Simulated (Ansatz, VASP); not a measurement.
**Two plane-wave programs on MgCd2O3**

File INCAR:

```
SYSTEM = MgCd2O3
PREC = Accurate ; ENCUT = 520
EDIFF = 1E-7 ; ISMEAR = 0
SIGMA = 0.02 ; LREAL = .False.
LASPH = .True. ; NELM = 80
ALGO = Normal ; ISIF = 2
LWAVE = .False. ; LCHARG = .True.
GGA = PE ; LELF = .True.
LVHAR = .True. ; NBANDS = 31
```

KPOINTS

```
Automatic mesh
0
Gamma
  12 12 4
  0 0 0
```

File POSCAR:

```
MgCd2O3
1.0
    3.2385399515      0.0000000000      0.0000000000
   -1.6192699758      2.8046578692      0.0000000000
    0.0000000000      0.0000000000      8.0896072522
Mg Cd O
1 2 3
Direct
    0.0000000000      0.0000000000      0.5000000000
    0.6666666667      0.3333333333      0.8232435534
    0.3333333333      0.6666666667      0.1767564466
    0.3333333333      0.6666666667      0.6413403241
    0.6666666667      0.3333333333      0.3586596759
    0.0000000000      0.0000000000      0.0000000000
```

Input for Ansatz:

```yaml
crystal:
  lattice:
    - [3.2385399515, 0.0, 0.0]
    - [-1.6192699758, 2.8046578692, 0.0]
    - [0.0, 0.0, 8.0896072522]
  atoms:
    - { symbol: Mg, position: [0.0, 0.0, 0.5] }
    - { symbol: Cd, position: [0.6666666667, 0.3333333333, 0.8232435534] }
    - { symbol: Cd, position: [0.3333333333, 0.6666666667, 0.1767564466] }
    - { symbol: O, position: [0.3333333333, 0.6666666667, 0.6413403241] }
    - { symbol: O, position: [0.6666666667, 0.3333333333, 0.3586596759] }
    - { symbol: O, position: [0.0, 0.0, 0.0] }
basis:
  ecutwfc: 420
kpoints:
  mp_grid: { grid: [12, 12, 4] }
  band_path:
    path:
      - [[0.0, 0.0, 0.0], [0.5, 0.0, 0.0], [0.33333333, 0.33333333, 0.0], [0.0, 0.0, 0.0], [0.0, 0.0, 0.5], [0.5, 0.0, 0.5], [0.33333333, 0.33333333, 0.5], [0.0, 0.0, 0.5]]
      - [[0.5, 0.0, 0.5], [0.5, 0.0, 0.0]]
      - [[0.33333333, 0.33333333, 0.5], [0.33333333, 0.33333333, 0.0]]
    npoints: 14
hamiltonian:
  xc: pbe
scf:
  occupations: { method: gaussian, width: 0.02 }
  n_extra_bands: 15
output:
  forces: true
  stress: true
  eigenvalues: true
  populations: true
  dos: { projected: true, de: 0.02, nscf_kmesh: { grid: [18, 18, 6] } }
  bader: true
  write_density: true
  write_potential: true
  elf: true
  volumetric_format: npy
```

Alike in both runs: task single point; functional PBE; k mesh 12 × 12 × 4; occupations gaussian, width 0.02 eV; no spin polarisation.

```csv
,VASP,Ansatz
version,VASP 6.6.1,Ansatz 0.2.0
potentials or method,"VASP PAW PBE potentials, release 64 (Mg, Cd, O), cutoff 520 eV","scalar-relativistic, plane waves, PAW"
valence electrons in the cell,44,68
```

Ansatz gave:

| Property | Result |
| --- | --- |
| gap on the k mesh at the Fermi level (eV) | 0.60 |
| least direct gap on the mesh (eV) | 0.60 |
| pressure (GPa) | 0.0 |
| traceless stress, the component that is largest in VASP (GPa) | 0.00 |
| rms of the force components (eV/Å) | 0.001 |

**Question.** Which values does VASP return?

**Answer.** gap on the k mesh at the Fermi level (eV): 0.58; least direct gap on the mesh (eV): 0.59; pressure (GPa): 0.8; traceless stress, the component that is largest in VASP (GPa): 0.13; rms of the force components (eV/Å): 0.032.

Atom by atom the forces differ by 0.033 eV/Å (rms over components). The functional is the same, so the differences come from potentials, cutoffs and numerics. VASP's potentials hold 44 valence electrons a cell and Ansatz's 68, so a difference there can come from the potentials and not from the codes.
